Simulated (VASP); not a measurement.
Zr4H: single point with PBE

The system is Zr4H.

```xyz
5
Lattice="4.5429 0.0000 0.0000 0.0000 4.5429 0.0000 0.0000 0.0000 4.5429" Properties=species:S:1:pos:R:3 pbc="T T T"
Zr    0.0000    2.2714    2.2714
Zr    2.2714    2.2714    0.0000
Zr    2.2714    0.0000    2.2714
Zr    0.0000    0.0000    0.0000
H     2.2714    2.2714    2.2714
```

The cell was generated, and may not be a known phase.

```
Program                : VASP 6.6.1
Task                   : single point
Functional             : PBE
Potentials or basis    : VASP PAW PBE potentials, release 64 (Zr_sv, H)
Cutoff                 : 520 eV
k mesh                 : 4 × 4 × 4
Occupations            : gaussian, width 0.1 eV
Spin                   : no spin polarisation
Dipole correction      : no
Further INCAR settings : ALGO = Normal; EDIFF = 1e-06; NBANDS = 32
```

* Pressure: 0.2 GPa
* Band gap on the k mesh: zero (an odd number of electrons rules out a gap without spin polarisation)

Levels at points of the mesh, in eV from the Fermi level:
```csv
k point,band 22,band 23,band 24,band 25,band 26,band 27
"(0.00, 0.00, 0.00)",-2.36,-2.36,0.79,0.79,0.79,2.60
"(0.50, 0.00, 0.00)",-1.01,-0.66,-0.66,-0.58,-0.58,0.61
"(0.50, 0.50, 0.00)",-0.83,-0.60,-0.60,-0.51,-0.44,-0.44
"(0.50, 0.50, 0.50)",0.29,0.29,0.29,0.65,0.65,0.65
```

It took 14 s on 1 thread of Intel(R) Xeon(R) 6975P-C (Granite Rapids), on a shared host, peak memory 0.2 GiB.
